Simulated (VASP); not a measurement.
A run of VASP 6.6.1 is set up as follows.

File INCAR:

```
PREC = Accurate ; ENCUT = 520
EDIFF = 1E-7 ; ISMEAR = -1
SIGMA = 0.05 ; LREAL = False
LASPH = True ; NELM = 60
ALGO = Normal ; ISIF = 2
LWAVE = False ; LCHARG = False
GGA = CA ; NBANDS = 16
```

Contents of KPOINTS:

```
regular mesh
0
Gamma
  10 10 8
```

Contents of POSCAR:

```
ZrB2
1.0
    3.1052879646      0.0000000000      0.0000000000
   -1.5526439823      2.6892582634      0.0000000000
    0.0000000000      0.0000000000      3.4608777221
Zr B
1 2
Direct
    0.0000000000      0.0000000000      0.0000000000
    0.6666666667      0.3333333333      0.5000000000
    0.3333333333      0.6666666667      0.5000000000
```

Potentials or basis: VASP PAW LDA potentials, release 64 (Zr_sv, B).

The run is started by

```console
$ cat potpaw_LDA.64/Zr_sv/POTCAR potpaw_LDA.64/B/POTCAR > POTCAR
$ mpirun -np 1 vasp_std > vasp.out
```

Problem. Estimate the pressure.

Solution. 7.6 GPa.

Problem. Predict the band gap on the k mesh.

Solution. Zero (band 9 reaches 11.77 eV, above the bottom of band 10 at 10.90 eV).

Stress tensor (GPa, compression positive):
```
7.71 0.00 0.00
0.00 7.71 0.00
0.00 0.00 7.51
```
